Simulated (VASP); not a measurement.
# SrCl2 (Fm-3m) in VASP: notebook

Runs on SrCl2. Level: PBE. Tasks: electric field gradients, density of states.

Everything below comes from runs of VASP 6.6.1. Logs are shortened: lines on timing, memory, paths and dates and some standing lists are left out, and cuts for length are marked.

## Step 1: The cell of the first run

The structure is cubic, space group Fm-3m (No. 225). Conventional cell: a = 6.971 Å, b = 6.971 Å, c = 6.971 Å, α = 90.00°, β = 90.00°, γ = 90.00°. Within 4.0 Å of Sr (site symmetry m-3m) lie 8 Cl at 3.02 Å. Cl (site symmetry -43m) has 4 Sr at 3.02 Å and 6 Cl at 3.49 Å within 4.0 Å.

## Step 2: Electric field gradients, PBE

INCAR

```
PREC = Accurate
ENCUT = 520
EDIFF = 1E-8
ISMEAR = -1
SIGMA = 0.01
LREAL = False
LASPH = True
NELM = 80
ALGO = Normal
ISIF = 2
LWAVE = False
LCHARG = False
GGA = PE
LEFG = True
NBANDS = 19
```

KPOINTS

```
regular mesh
0
Gamma
  8 8 8
```

POSCAR

```
SrCl2
1.0
    0.0000000000      3.4855000000      3.4855000000
    3.4855000000      0.0000000000      3.4855000000
    3.4855000000      3.4855000000      0.0000000000
Sr Cl
1 2
Direct
    0.0000000000      0.0000000000      0.0000000000
    0.2500000000      0.2500000000      0.2500000000
    0.7500000000      0.7500000000      0.7500000000
```

Potentials or basis: VASP PAW PBE potentials, release 64 (Sr_sv, Cl).

Launch:

```console
> cat potpaw_PBE.64/Sr_sv/POTCAR potpaw_PBE.64/Cl/POTCAR > POTCAR
> mpirun -np 1 vasp_std > vasp.out
```

OUTCAR:

```text
PREC = Accurate
   ENCUT = 520
   EDIFF = 1E-8
   ISMEAR = -1
   LREAL = False
   LASPH = True
   NELM = 80
   ISIF = 2
   GGA = PE

 ion  position               nearest neighbor table
   1  0.000  0.000  0.000-   3 3.02   3 3.02   3 3.02   2 3.02   3 3.02   2 3.02   2 3.02   2 3.02

   2  0.250  0.250  0.250-   1 3.02   1 3.02   1 3.02   1 3.02
   3  0.750  0.750  0.750-   1 3.02   1 3.02   1 3.02   1 3.02

  LATTYP: Found a face centered cubic cell.
 ALAT       =     6.9710000000

  Lattice vectors:

 A1 = (   0.0000000000,   3.4855000000,   3.4855000000)
 A2 = (   3.4855000000,   0.0000000000,   3.4855000000)
 A3 = (   3.4855000000,   3.4855000000,   0.0000000000)

Analysis of symmetry for initial positions (statically):
=====================================================================
 Subroutine PRICEL returns:
 Original cell was already a primitive cell.

 Routine SETGRP: Setting up the symmetry group for a
 face centered cubic supercell.

 Subroutine GETGRP returns: Found 48 space group operations
[... 9 lines left out ...]

 Routine SETGRP: Setting up the symmetry group for a
 face centered cubic supercell.

 Subroutine GETGRP returns: Found 48 space group operations
[... 11 lines left out ...]
                                     Primitive cell

  volume of cell :      84.6887

  direct lattice vectors                    reciprocal lattice vectors
     0.000000000  3.485500000  3.485500000    -0.143451442  0.143451442  0.143451442
     3.485500000  0.000000000  3.485500000     0.143451442 -0.143451442  0.143451442
     3.485500000  3.485500000  0.000000000     0.143451442  0.143451442 -0.143451442

  length of vectors
     4.929241372  4.929241372  4.929241372     0.248465185  0.248465185  0.248465185

  position of ions in fractional coordinates (direct lattice)
     0.000000000  0.000000000  0.000000000
     0.250000000  0.250000000  0.250000000
     0.750000000  0.750000000  0.750000000

  ion indices of the primitive-cell ions
   primitive index   ion index
                 1           1
                 2           2
                 3           3

----------------------------------------------------------------------------------------

 KPOINTS: regular mesh

Automatic generation of k-mesh.
 Grid dimensions read from file:
 generate k-points for:    8    8    8

 Generating k-lattice:

  Cartesian coordinates                     Fractional coordinates (reciprocal lattice)
    -0.017931430  0.017931430  0.017931430     0.125000000  0.000000000  0.000000000
     0.017931430 -0.017931430  0.017931430     0.000000000  0.125000000  0.000000000
     0.017931430  0.017931430 -0.017931430     0.000000000  0.000000000  0.125000000

  Length of vectors
     0.031058148  0.031058148  0.031058148

  Shift w.r.t. Gamma in fractional coordinates (k-lattice)
     0.000000000  0.000000000  0.000000000

 Subroutine IBZKPT returns following result:
 ===========================================

 Found     29 irreducible k-points:

 Following reciprocal coordinates:
            Coordinates               Weight
  0.000000  0.000000  0.000000      1.000000
  0.125000  0.000000  0.000000      8.000000
  0.250000  0.000000  0.000000      8.000000
  0.375000  0.000000  0.000000      8.000000
  0.500000  0.000000  0.000000      4.000000
  0.125000  0.125000  0.000000      6.000000
[... 16 lines left out ...]
  0.500000  0.250000  0.125000     48.000000
 -0.375000  0.250000  0.125000     24.000000
 [... further k-points ...]
   k-points           NKPTS =     29   k-points in BZ     NKDIM =     29   number of bands    NBANDS=     19
   number of dos      NEDOS =    301   number of ions     NIONS =      3
   total plane-waves  NPLWV =  64000
   dimension x,y,z NGX =    40 NGY =   40 NGZ =   40
   dimension x,y,z NGXF=    80 NGYF=   80 NGZF=   80
   ions per type =               1   2
   NGX,Y,Z   is equivalent  to a cutoff of  13.49, 13.49, 13.49 a.u.
   NGXF,Y,Z  is equivalent  to a cutoff of  26.98, 26.98, 26.98 a.u.
 SYSTEM =  unknown system
   PREC   = accura    normal or accurate (medium, high low for compatibility)
   ISTART =      0    job   : 0-new  1-cont  2-samecut
   ICHARG =      2    charge: 1-file 2-atom 10-const
   ISPIN  =      1    spin polarized calculation?
   LNONCOLLINEAR =      F non collinear calculations
   LSORBIT =      F    spin-orbit coupling
   LASPH  =      T    aspherical Exc in radial PAW
   ENCUT  =  520.0 eV  38.22 Ry    6.18 a.u.   9.17  9.17  9.17*2*pi/ulx,y,z
   NELM   =     80;   NELMIN=  2; NELMDL= -5     # of ELM steps
   EDIFF  = 0.1E-07   stopping-criterion for ELM
   LREAL  =      F    real-space projection
   EDIFFG = 0.1E-06   stopping-criterion for IOM
   NSW    =      0    number of steps for IOM
   IBRION =     -1    ionic relax: 0-MD 1-quasi-New 2-CG
   NFREE  =      0    steps in history (QN), initial steepest desc. (CG)
   ISIF   =      2    stress and relaxation
   ISYM   =      2    0-nonsym 1-usesym 2-fastsym
   POTIM  = 0.5000    time-step for ionic-motion
   TEBEG  =    0.0;   TEEND  =   0.0 temperature during run
   PSTRESS=    0.0 pullay stress
   NELECT =      24.0000    total number of electrons
   NUPDOWN=      -1.0000    fix difference up-down
   EMIN   =  10.00;   EMAX   =-10.00  energy-range for DOS
   EFERMI =   0.00;   METHOD = LEGACY
   ISMEAR =    -1;   SIGMA  =   0.01  broadening in eV -4-tet -1-fermi 0-gaus
   EFERMI_NEDOS =   21; number of points for ismear=-14 and -15
   IALGO  =     38    algorithm
   IMIX   =      4    mixing-type and parameters
     AMIX     =   0.40;   BMIX     =  1.00
     AMIX_MAG =   1.60;   BMIX_MAG =  1.00
  volume/ion in A,a.u.               =      28.23       190.50
  Fermi-wavevector in a.u.,A,eV,Ry     =   1.075318  2.032056 15.732530  1.156308
  Thomas-Fermi vector in A             =   2.211171
   LORBIT       =      0    0 simple, 1 ext, 2 COOP (PROOUT), +10 PAW based schemes
   GGA     = PE    functional components
   LHFCALC =     F    Hartree Fock is set to
   AEXX    =    0.0000 exact exchange contribution
   IVDW    =     0    specifies the selected vdW correction
   LEPSILON=     F    determine dielectric tensor
   LRPA    =     F    only Hartree local field effects (RPA)
 non-spin polarized calculation
  energy-cutoff  :      520.00
  volume of cell :       84.69
 maximum number of plane-waves:      2292
 NGX is ok and might be reduce to    40
   NGX = 19   NGY = 19   NGZ = 19

 number of electron      24.0000003 magnetization

 Free energy of the ion-electron system (eV)
  ---------------------------------------------------
  ext. energy  EPLUGINS =         0.00000000
  ---------------------------------------------------
  free energy    TOTEN  =       -12.78080370 eV

  energy without entropy =      -12.78080370  energy(sigma->0) =      -12.78080370

 E-fermi :   0.4079     XC(G=0):  -8.2935

 val. band max:        0.1686515310   @ k =   0.5000   0.5000   0.0000
 cond. band min:       5.5164033171   @ k =   0.0000   0.0000   0.0000
 fundamental gap:      5.3477517861
 Fermi energy:         0.4078774322

 k-point     1 :       0.0000    0.0000    0.0000
  band No.  band energies     occupation
      1     -32.7100      2.00000
      2     -14.7027      2.00000
      3     -14.7027      2.00000
      4     -14.7027      2.00000
      5     -13.1443      2.00000
      6     -12.2893      2.00000
[... 11 lines left out ...]
     18       9.2083      0.00000
     19       9.4976      0.00000

 k-point     2 :       0.1250    0.0000    0.0000
  band No.  band energies     occupation
      1     -32.7095      2.00000
      2     -14.7571      2.00000
      3     -14.7048      2.00000
      4     -14.7048      2.00000
      5     -13.0524      2.00000
      6     -12.3239      2.00000
[... 11 lines left out ...]
     18       9.0028      0.00000
     19       9.8371      0.00000

 k-point     3 :       0.2500    0.0000    0.0000
  band No.  band energies     occupation
      1     -32.7084      2.00000
      2     -14.8673      2.00000
      3     -14.7097      2.00000
      4     -14.7097      2.00000
      5     -12.8652      2.00000
      6     -12.3891      2.00000
[... 11 lines left out ...]
     18       8.8061      0.00000
     19       9.7960      0.00000

 k-point     4 :       0.3750    0.0000    0.0000
  band No.  band energies     occupation
      1     -32.7072      2.00000
      2     -14.9576      2.00000
      3     -14.7146      2.00000
      4     -14.7146      2.00000
      5     -12.7551      2.00000
      6     -12.3909      2.00000
[... 11 lines left out ...]
     18       8.7681      0.00000
     19       8.9983      0.00000

 k-point     5 :       0.5000    0.0000    0.0000
  band No.  band energies     occupation
      1     -32.7068      2.00000
      2     -14.9908      2.00000
      3     -14.7167      2.00000
      4     -14.7167      2.00000
      5     -12.7437      2.00000
      6     -12.3597      2.00000
[... 11 lines left out ...]
     18       8.7998      0.00000
     19       8.9663      0.00000
[... 334 lines left out ...]
      2     -15.0533      2.00000
      3     -14.7360      2.00000
      4     -14.7360      2.00000
      5     -12.5944      2.00000
      6     -12.3780      2.00000
[... 11 lines left out ...]
     18       8.8488      0.00000
     19      10.1088      0.00000

 k-point    22 :       0.3750    0.2500    0.1250
  band No.  band energies     occupation
      1     -32.7075      2.00000
      2     -14.9100      2.00000
      3     -14.7473      2.00000
      4     -14.7162      2.00000
      5     -12.7075      2.00000
      6     -12.4517      2.00000
[... 11 lines left out ...]
     18       8.7358      0.00000
     19       9.6995      0.00000

 k-point    23 :       0.5000    0.2500    0.1250
  band No.  band energies     occupation
      1     -32.7066      2.00000
      2     -14.9433      2.00000
      3     -14.7921      2.00000
      4     -14.7216      2.00000
      5     -12.6084      2.00000
      6     -12.4548      2.00000
[... 11 lines left out ...]
     18       8.8760      0.00000
     19       9.8189      0.00000

 k-point    24 :      -0.3750    0.2500    0.1250
  band No.  band energies     occupation
      1     -32.7062      2.00000
      2     -14.9504      2.00000
      3     -14.8156      2.00000
      4     -14.7242      2.00000
      5     -12.6055      2.00000
      6     -12.4178      2.00000
[... 11 lines left out ...]
     18       9.1445      0.00000
     19       9.5577      0.00000

 [... further k-points ...]
[... 5 lines left out ...]
  --------------------------------------------------------------------------------------
  -------------------------------------------------------------------------------------
  Total        0.6195331      0.6195331      0.6195331     -0.0000000     -0.0000000      0.0000000
  in kB       11.7206008     11.7206008     11.7206008     -0.0000000     -0.0000000      0.0000000
  external PRESSURE =      11.7206008 kB  Pullay stress =       0.0000000 kB

 VOLUME and BASIS-vectors are now :
 -----------------------------------------------------------------------------
  energy-cutoff  :      520.00
  volume of cell :       84.69
      direct lattice vectors                 reciprocal lattice vectors
     0.000000000  3.485500000  3.485500000    -0.143451442  0.143451442  0.143451442
     3.485500000  0.000000000  3.485500000     0.143451442 -0.143451442  0.143451442
     3.485500000  3.485500000  0.000000000     0.143451442  0.143451442 -0.143451442

 POSITION                                       TOTAL-FORCE (eV/Angst)
 -----------------------------------------------------------------------------------
      0.00000      0.00000      0.00000        -0.000000      0.000000      0.000000
      1.74275      1.74275      1.74275        -0.000000     -0.000000     -0.000000
      5.22825      5.22825      5.22825         0.000000      0.000000      0.000000
 -----------------------------------------------------------------------------------
    total drift:                               -0.000000     -0.000000      0.000000

  FREE ENERGIE OF THE ION-ELECTRON SYSTEM (eV)
  ---------------------------------------------------
  free  energy   TOTEN  =       -12.7808037047 eV

  energy  without entropy=      -12.7808037047  energy(sigma->0) =      -12.78080370

 Electric field gradients (V/A^2)
---------------------------------------------------------------------
 ion       V_xx      V_yy      V_zz      V_xy      V_xz      V_yz
---------------------------------------------------------------------
   1      -0.000     0.000    -0.000    -0.000    -0.000    -0.000
   2       0.000     0.000     0.000     0.000     0.000     0.000
   3       0.000     0.000     0.000     0.000     0.000     0.000
---------------------------------------------------------------------

 Electric field gradients after diagonalization (V/A^2)
 (convention: |V_zz| > |V_xx| > |V_yy|)
----------------------------------------------------------------------
 ion       V_xx      V_yy      V_zz     asymmetry (V_yy - V_xx)/ V_zz
----------------------------------------------------------------------
   1       0.000     0.000    -0.000       0.000
   2      -0.000    -0.000     0.000       0.000
   3      -0.000    -0.000     0.000       0.000
----------------------------------------------------------------------

           NMR quadrupolar parameters

 Cq : quadrupolar parameter    Cq=e*Q*V_zz/h
 eta: asymmetry parameters     (V_yy - V_xx)/ V_zz
 Q  : nuclear electric quadrupole moment in mb (millibarn)
----------------------------------------------------------------------
 ion       Cq(MHz)       eta       Q (mb)
----------------------------------------------------------------------
   1      -0.000       0.000       1.000
   2       0.000       0.000       1.000
   3       0.000       0.000       1.000
----------------------------------------------------------------------
```

It took 40 s on 1 thread of Intel Xeon 6975P-C, shared host; peak memory 0.25 GiB.

What came out:

```yaml
Free_energy: -12.7808 eV
Pressure: 1.2 GPa
Band_gap_on_the_k_mesh: 5.35 eV, indirect (least direct gap 5.50 eV)
```

Caveat: without QUAD_EFG the Cq values of the log hold for a quadrupole moment of 1 mb, not for the nuclei.

(Continued in part 2 of 2.)
